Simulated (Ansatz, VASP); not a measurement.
SiO2: VASP beside Ansatz

```xyz
3
Lattice="0.0000 2.2642 2.2642 2.2642 0.0000 2.2642 2.2642 2.2642 0.0000" Properties=species:S:1:pos:R:3 pbc="T T T"
Si    0.0000    0.0000    0.0000
O     1.1321    1.1321    1.1321
O     3.3963    3.3963    3.3963
```

Alike in both runs: task single point; functional r2SCAN; k mesh 10 × 10 × 10; no spin polarisation.

```csv
,VASP,Ansatz
version,VASP 6.6.1,Ansatz 0.2.0
potentials or method,"VASP PAW PBE potentials, release 64 (Si, O)","plane waves, PAW"
plane-wave cutoff (eV),520,500
occupations,"gaussian, width 0.01 eV",fixed
valence electrons in the cell,16,16
```

|  | VASP | Ansatz | Ansatz less VASP |
| --- | --- | --- | --- |
| gap on the k mesh at the Fermi level (eV) | 2.68 | 2.71 | +0.034 |
| pressure (GPa) | 0.6 | 0.0 | -0.53 |

VASP's potentials were made for PBE, not for r2SCAN.
